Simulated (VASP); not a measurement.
Zr3S2: single point with PBE

The system is Zr3S2.

```
CELL_PARAMETERS angstrom
3.93612 0.00000 0.00000
-1.96806 3.40878 0.00000
0.00000 0.00000 9.02442
ATOMIC_POSITIONS crystal
Zr 0.33333 0.66667 0.98163
Zr 0.66667 0.33333 0.98163
Zr 0.00000 0.00000 0.51666
S 0.33333 0.66667 0.24816
S 0.66667 0.33333 0.24816
```

The cell was built from a structure type or drawn by symmetry, and may not be a known phase.

| Item | Value |
| --- | --- |
| Program | VASP 6.6.1 |
| Task | single point |
| Functional | PBE |
| Potentials or basis | VASP PAW PBE potentials, release 64 (Zr_sv, S) |
| Cutoff | 520 eV |
| k mesh | 6 × 6 × 2 |
| Occupations | gaussian, width 0.1 eV |
| Spin | no spin polarisation |
| Dipole correction | no |
| Further INCAR settings | ALGO = Normal; EDIFF = 1e-07; NBANDS = 32 |

```yaml
Pressure: 12.8 GPa
Largest_force: 2.392 eV/Å
Band_gap_on_the_k_mesh: zero (bands 24 and 25 overlap by 1.26 eV)
```

Forces on the atoms (eV/Å):
```
Zr   0.000  0.000 -1.831
Zr   0.000  0.000 -1.831
Zr   0.000  0.000 -1.122
S    0.000  0.000  2.392
S    0.000  0.000  2.392
```

Stress tensor (GPa, compression positive):
```
21.51  0.00  0.00
 0.00 21.51  0.00
 0.00  0.00 -4.49
```

Levels at points of the mesh, in eV from the Fermi level:
```tsv
k point	band 21	band 22	band 23	band 24	band 25	band 26	band 27	band 28
(0.00, 0.00, 0.00)	-1.40	-0.92	-0.52	-0.45	-0.45	0.48	0.48	1.32
(0.50, 0.00, 0.00)	-1.06	-0.83	-0.64	-0.11	0.86	0.91	1.27	1.81
(0.00, 0.00, 0.50)	-1.40	-0.95	-0.93	-0.40	-0.40	0.42	0.42	1.32
(0.50, 0.00, 0.50)	-1.06	-0.97	-0.27	-0.13	0.83	1.05	1.11	1.82
```

Run time: 46 s on 1 thread of AMD EPYC 9R45 96-Core Processor (Zen 5), on a shared host, peak memory 0.22 GiB.

Caveat: the cell stands under pressure; forces of over 1 eV/Å act on the atoms, so gaps and moduli don't describe the material at rest.
